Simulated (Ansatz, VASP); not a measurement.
## MnO: VASP beside Ansatz

Contents of INCAR:

```
SYSTEM = MnO
  ALGO = Normal
  EDIFF = 1E-6
  ENCUT = 600
  GGA = PE
  GGA_COMPAT = .False.
  ISIF = 2
  ISMEAR = -1
  ISPIN = 2
  LASPH = .True.
  LCHARG = .False.
  LMAXMIX = 4
  LORBIT = 11
  LREAL = .False.
  LWAVE = .False.
  MAGMOM = 5 0
  NBANDS = 20
  NELM = 200
  PREC = Accurate
  SIGMA = 0.15
```

File KPOINTS:

```
k-points
0
Gamma
  3 3 3
  0 0 0
```

The input POSCAR:

```
MnO
1.0
    0.0000000000      2.1750000000      2.1750000000
    2.1750000000      0.0000000000      2.1750000000
    2.1750000000      2.1750000000      0.0000000000
Mn O
1 1
Direct
    0.0000000000      0.0000000000      0.0000000000
    0.4367816092      0.4367816092     -0.4367816092
```

Input for Ansatz:

```yaml
crystal:
  atoms:
  - position: [0.0, 0.0, 0.0]
    spin: 5
    symbol: Mn
  - position: [0.4367816091954023, 0.4367816091954023, -0.4367816091954023]
    symbol: O
  lattice:
  - [0.0, 2.175, 2.175]
  - [2.175, 0.0, 2.175]
  - [2.175, 2.175, 0.0]
hamiltonian:
  dispersion: none
  pseudopotentials:
    kind: all_electron
    lapw:
      basis_error: 0.025 meV
      muffin_tin_radii: {Mn: 0.9525, O: 0.7938}
    relativity: none
  xc: pbe
kpoints:
  mp_grid:
    grid: [3, 3, 3]
    shift: [0, 0, 0]
magnetization: {spin_polarized: true}
output: {forces: true, stress: true}
scf:
  convergence: {dr2_threshold: 1e-10 eV}
  lower_state_search: 'off'
  max_iter: 200
  occupations: {method: fermi_dirac, width: 0.15}
```

Alike in both runs: task single point; functional PBE; k mesh 3 × 3 × 3; occupations fermi-dirac, width 0.15 eV; collinear spin.

|  | VASP | Ansatz |
| --- | --- | --- |
| version | VASP 6.6.1 | Ansatz 0.2 development build |
| potentials or method | VASP PAW PBE potentials, release 64 (Mn_pv, O), cutoff 600 eV | all-electron full-potential LAPW, non-relativistic |

VASP gave:

| Quantity | Value |
| --- | --- |
| pressure (GPa) | 15.7 |
| traceless stress, the component that is largest in VASP (GPa) | 11.34 |
| rms of the force components (eV/Å) | 1.186 |
| net moment per atom (μB) | 2.29 |
| size of the moment on the site where the two differ most (μB) | 4.13 |

What did Ansatz give for the same quantities?

Pressure (GPa): 16.1; traceless stress, the component that is largest in VASP (GPa): 11.17; rms of the force components (eV/Å): 1.188; net moment per atom (μB): 2.29; size of the moment on the site where the two differ most (μB): 3.78.

Site moments also hang on the region over which each program counts them. Atom by atom the forces differ by 0.002 eV/Å (rms over components). Ansatz ran all-electron here, and VASP with PAW potentials.

The k mesh is coarse, so the values compare programs but aren't converged.
